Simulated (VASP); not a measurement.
Wanted: the native input for a VASP 6.6.1 run.

- Task: single point
- Functional: PBEsol
- Potentials or basis: VASP PAW PBE potentials, release 64 (Y_sv)
- Cutoff: 520 eV
- k mesh: 8 × 8 × 5
- Occupations: fermi-dirac, width 0.05 eV
- Spin: no spin polarisation
- Dipole correction: no
- Further INCAR settings: ALGO = Normal; EDIFF = 1e-06; NBANDS = 18

The structure of Y lies in POSCAR:

```
Y
1.0
    3.7189358085      0.0000000000      0.0000000000
   -1.8594679043      3.2206928852      0.0000000000
    0.0000000000      0.0000000000      5.8429932402
Y
2
Direct
    0.6666666667      0.3333333333      0.7500000000
    0.3333333333      0.6666666667      0.2500000000
```

This cell differs from its parent crystal: volume scaled by 1.06.

These files were run (other wordings do the same):

INCAR

```
  PREC = Accurate
  ENCUT = 520
  EDIFF = 1E-6
  ISMEAR = -1
  SIGMA = 0.05
  LREAL = F
  LASPH = T
  NELM = 100
  ALGO = Normal
  ISIF = 2
  LWAVE = F
  LCHARG = T
  GGA = PS
  LELF = T
  LVHAR = T
  NBANDS = 18
```

KPOINTS

```
regular mesh
0
Gamma
  8 8 5
```

Potentials or basis: VASP PAW PBE potentials, release 64 (Y_sv).

Launch:

```console
$ cat potpaw_PBE.64/Y_sv/POTCAR > POTCAR
$ mpirun -np 1 vasp_std > vasp.out
```

Results of the run:

| Property | Result |
| --- | --- |
| Pressure | -4.0 GPa |
| Band gap on the k mesh | zero (band 11 reaches 3.31 eV, above the bottom of band 12 at 2.12 eV) |

Caveat: the PAW data sets were made with another functional, which shifts forces and pressure a little.

It used 63 s of CPU time on 1 thread of AMD EPYC 7R13 Processor (Zen 3), on a shared host.
